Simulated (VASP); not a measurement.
Input of a VASP 6.6.1 run:

INCAR

```
SYSTEM = MoSe
PREC = Accurate
ENCUT = 520
EDIFF = 1E-7
ISMEAR = 0
SIGMA = 0.1
LREAL = .False.
LASPH = .True.
NELM = 150
ALGO = Normal
ISIF = 2
LWAVE = .False.
LCHARG = .False.
LMAXMIX = 4
LDAU = .True.
LDAUTYPE = 2
LDAUL = 2 -1
LDAUU = 4.38 0
LDAUJ = 0 0
LDAUPRINT = 1
GGA = PE
NBANDS = 17
```

Contents of KPOINTS:

```
regular mesh
0
Gamma
  12 12 12
  0 0 0
```

Contents of POSCAR:

```
MoSe
1.0
    3.3601034263      0.0000000000      0.0000000000
    0.0000000000      3.3601034263      0.0000000000
    0.0000000000      0.0000000000      3.3601034263
Mo Se
1 1
Direct
    0.0000000000      0.0000000000      0.0000000000
    0.5000000000      0.5000000000      0.5000000000
```

Potentials or basis: VASP PAW PBE potentials, release 64 (Mo_sv, Se).

Command:

```sh
$ cat potpaw_PBE.64/Mo_sv/POTCAR potpaw_PBE.64/Se/POTCAR > POTCAR
$ mpirun -np 1 vasp_std > vasp.out
```

(1) Estimate the pressure.

(2) Predict the band gap on the k mesh.

Results:

(1) -18.2 GPa.

(2) zero (band 10 reaches 9.83 eV, above the bottom of band 11 at 8.33 eV).

Caveat: U without spin polarisation on a metal has little footing.
